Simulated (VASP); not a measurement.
A run of VASP 6.6.1:

The input INCAR:

```
PREC = Accurate ; ENCUT = 520
EDIFF = 1E-6 ; ISMEAR = 0
SIGMA = 0.1 ; LREAL = F
LASPH = T ; NELM = 150
ALGO = Fast ; ISIF = 2
LWAVE = F ; LCHARG = F
ISPIN = 2 ; MAGMOM = 1.44
LORBIT = 11 ; NUPDOWN = 2.0
GGA = PE ; NBANDS = 14
```

The input KPOINTS:

```
Automatic mesh
0
Gamma
  1 1 1
  0.5 0.5 0.5
```

POSCAR

```
Rb
1.0
    0.0000000000      3.6398846700      3.6398846700
    3.6398846700      0.0000000000      3.6398846700
    3.6398846700      3.6398846700      0.0000000000
Rb
1
Direct
    0.0000000000      0.0000000000      0.0000000000
```

Potentials or basis: VASP PAW PBE potentials, release 64 (Rb_sv).

Launch:

```sh
$ cat potpaw_PBE.64/Rb_sv/POTCAR > POTCAR
$ mpirun -np 1 vasp_std > vasp.out
```

Hardware: 1 thread of Intel Xeon 8259CL, with other jobs on the host.

Problem. How long does it take, and how much memory?

Solution. Wall time 30 s on 1 thread of Intel Xeon 8259CL (shared host), peak memory 0.26 GiB. Counts: scf iterations 17, k points 1.
